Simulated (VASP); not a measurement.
Here is a VASP 6.6.1 calculation.

File INCAR:

```
PREC = Accurate
ENCUT = 520
EDIFF = 1E-6
ISMEAR = 0
SIGMA = 0.05
LREAL = F
LASPH = T
NELM = 60
ALGO = Normal
ISIF = 2
LWAVE = F
LCHARG = F
GGA = PS
NBANDS = 12
```

The input KPOINTS:

```
Automatic mesh
0
Gamma
  10 10 10
```

Contents of POSCAR:

```
LiF
1.0
    0.0000000000      2.0140000000      2.0140000000
    2.0140000000      0.0000000000      2.0140000000
    2.0140000000      2.0140000000      0.0000000000
Li F
1 1
Direct
    0.0000000000      0.0000000000      0.0000000000
    0.5000000000      0.5000000000      0.5000000000
```

Potentials or basis: VASP PAW PBE potentials, release 64 (Li_sv, F).

The run is started by

```sh
$ cat potpaw_PBE.64/Li_sv/POTCAR potpaw_PBE.64/F/POTCAR > POTCAR
$ mpirun -np 1 vasp_std > vasp.out
```

What does it give for the band gap on the k mesh?

8.92 eV, direct.

 A k mesh can miss the band edges.
